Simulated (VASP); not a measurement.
Pd, 4 atoms in the cell. Symmetry: P6_3/mmc, No. 194, hexagonal system. Conventional cell: a = 2.835 Å, b = 2.835 Å, c = 9.411 Å, α = 90.00°, β = 90.00°, γ = 120.00°. Within 3.7 Å of Pd (site symmetry -3m) lie 12 Pd at 2.83 to 2.87 Å. Pd (site symmetry -6m2) has 12 Pd at 2.83 to 2.87 Å within 3.7 Å. This isn't the form of Pd at room conditions, which is fcc.

| Property | Result |
| --- | --- |
| Program | VASP 6.6.1 |
| Task | single point |
| Functional | BLYP |
| Potentials or basis | VASP PAW PBE potentials, release 64 (Pd) |
| Cutoff | 520 eV |
| k mesh | 17 × 17 × 5 |
| Occupations | fermi-dirac, width 0.05 eV |
| Spin | collinear spin |
| Starting moments | [0.5, 0.5, 0.5, 0.5] μB |
| Dipole correction | no |
| Further INCAR settings | ALGO = Normal; EDIFF = 1e-06; NBANDS = 32 |

Potentials or basis: VASP PAW PBE potentials, release 64 (Pd).

Launch:

```bash
$ cat potpaw_PBE.64/Pd/POTCAR > POTCAR
$ mpirun -np 1 vasp_std > vasp.out
```

Hardware: 1 thread of Intel(R) Xeon(R) 6975P-C (Granite Rapids), with other jobs on the host.

Question: Estimate the wall time of this run.

Answer: Run time: 3.2 min on 1 thread of Intel(R) Xeon(R) 6975P-C (Granite Rapids), with other jobs on the host, peak memory 0.41 GiB. Counts: scf iterations 16, k points 99.
